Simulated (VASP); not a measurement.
A run of VASP 6.6.1 is set up as follows.

Contents of INCAR:

```
SYSTEM = Ge
PREC     = Accurate       ! precision mode
ENCUT    = 520            ! plane-wave cutoff, eV
EDIFF    = 1E-7           ! SCF threshold, eV
ISMEAR   = -1             ! smearing method
SIGMA    = 0.05           ! smearing width, eV
LREAL    = .FALSE.        ! projectors in reciprocal space
LASPH    = .TRUE.         ! aspherical terms in the spheres
NELM     = 80             ! most SCF steps
ALGO     = Normal         ! electronic algorithm
ISIF     = 2              ! what is computed and relaxed
LWAVE    = .FALSE.        ! write WAVECAR
LCHARG   = .FALSE.        ! write CHGCAR
GGA      = PE             ! functional
NBANDS   = 21             ! bands
```

File KPOINTS:

```
regular mesh
0
G
  14 14 14
  0 0 0
```

Contents of POSCAR:

```
Ge
1.0
    0.0000000000      2.8096900320      2.8096900320
    2.8096900320      0.0000000000      2.8096900320
    2.8096900320      2.8096900320      0.0000000000
Ge
2
Direct
    0.0000000000      0.0000000000      0.0000000000
    0.2500000000      0.2500000000      0.2500000000
```

Potentials or basis: VASP PAW PBE potentials, release 64 (Ge_d).

Launch:

```console
$ cat potpaw_PBE.64/Ge_d/POTCAR > POTCAR
$ mpirun -np 1 vasp_std > vasp.out
```

Question: Predict the pressure.

Answer: 5.2 GPa.

Question: Estimate the band gap on the k mesh.

Answer: 0.22 eV, direct.

 A k mesh can miss the band edges.
